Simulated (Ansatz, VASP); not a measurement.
One calculation of TaTi3Si8, two programs

```xyz
12
Lattice="-4.8218 -0.0001 -0.0001 2.4108 -4.2893 0.0002 0.0001 -0.0001 8.2986" Properties=species:S:1:pos:R:3 pbc="T T T"
Ti   -1.2055   -2.1449    2.0760
Ti    1.2055   -2.1446    6.2228
Ti    0.0001    0.0000    0.0000
Ta   -2.4110   -0.0001    4.1493
Si   -1.2055   -2.1447    4.9359
Si    1.2054   -2.1447    0.7172
Si   -1.2053   -2.1447    7.5815
Si    1.2055   -2.1448    3.3629
Si   -2.4107    0.0000    6.9703
Si    0.0000   -0.0001    2.7802
Si   -2.4108   -0.0002    1.3283
Si    0.0000   -0.0001    5.5185
```

Change from the starting cell: cell x1, atoms moved at random (sigma 0.05 Å) and cell strained at random (1.5 %), then relaxed without symmetry.

Alike in both runs: functional PBE; k mesh 6 × 6 × 4; occupations gaussian, width 0.2 eV; no spin polarisation.

Ansatz relaxed the structure, and its values are those at the end. VASP's run is a single point on that final structure, the one shown.

|  | VASP | Ansatz |
| --- | --- | --- |
| version | VASP 6.6.1 | Ansatz 0.2.0 |
| potentials or method | VASP PAW PBE potentials, release 64 (Ti_sv, Ta_pv, Si), cutoff 520 eV | scalar-relativistic, plane waves, PAW |
| valence electrons in the cell | 79 | 81 |

```csv
,VASP,Ansatz,Ansatz less VASP
gap on the k mesh at the Fermi level (eV),none,none,-
pressure (GPa),0.0,0.0,+0.01
```

A gap of «none» marks a metal or a gap that the smearing closes. VASP's potentials hold 79 valence electrons a cell and Ansatz's 81, so a difference there can come from the potentials and not from the codes.

Neither program's run includes spin-orbit coupling.
